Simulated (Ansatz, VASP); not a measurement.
Two plane-wave programs on Mn

Contents of INCAR:

```
SYSTEM = Mn
PREC = Accurate
ENCUT = 500
EDIFF = 1E-6
ISMEAR = -1
SIGMA = 0.05
LREAL = .False.
LASPH = .True.
NELM = 200
ALGO = Normal
ISIF = 2
LWAVE = .False.
LCHARG = .True.
ISPIN = 2
MAGMOM = -0.899
LORBIT = 11
LMAXMIX = 4
GGA = RE
LELF = .True.
LVHAR = .True.
NBANDS = 16
GGA_COMPAT = .False.
```

Contents of KPOINTS:

```
Automatic mesh
0
Gamma
  18 18 18
  0 0 0
```

Contents of POSCAR:

```
Mn
1.0
   -1.3665772978      1.3665772978      1.3665772978
    1.3665772978     -1.3665772978      1.3665772978
    1.3665772978      1.3665772978     -1.3665772978
Mn
1
Direct
    0.0000000000      0.0000000000      0.0000000000
```

Input for Ansatz:

```yaml
crystal:
  lattice:
    - [-1.3665772978, 1.3665772978, 1.3665772978]
    - [1.3665772978, -1.3665772978, 1.3665772978]
    - [1.3665772978, 1.3665772978, -1.3665772978]
  atoms:
    - { symbol: Mn, position: [0.0, 0.0, 0.0], spin: -0.899 }
hamiltonian:
  xc: revpbe
  pseudopotentials:
    kind: paw
    azcp:
      Mn: "pseudopotentials/Mn.paw.azcp"
basis:
  ecutwfc: 420
  fft_grid_basis: typed
kpoints:
  mp_grid: { grid: [18, 18, 18], shift: [0, 0, 0] }
magnetization:
  spin_polarized: true
scf:
  occupations: { method: fermi_dirac, width: 0.05 }
  lower_state_search: "off"
output:
  stress: true
  write_density: true
  write_potential: true
  elf: true
  volumetric_format: npy
```

Alike in both runs: task single point; functional revPBE; k mesh 18 × 18 × 18; occupations fermi-dirac, width 0.05 eV; collinear spin.

```csv
,VASP,Ansatz
version,VASP 6.6.1,Ansatz 0.2.0
potentials or method,"VASP PAW PBE potentials, release 64 (Mn_pv), cutoff 500 eV","plane waves (420 eV) with PAW, scalar-relativistic"
valence electrons in the cell,13,15
```

```csv
,VASP,Ansatz,Ansatz less VASP
pressure (GPa),23.6,23.5,-0.01
net moment per atom (μB),0.62,0.60,-0.020
size of the moment on the site where the two differ most (μB),0.61,0.59,-0.024
```

VASP's potentials were made for PBE, not for revPBE. Site moments also hang on the region over which each program counts them. VASP's potentials hold 13 valence electrons a cell and Ansatz's 15, so a difference there can come from the potentials and not from the codes.
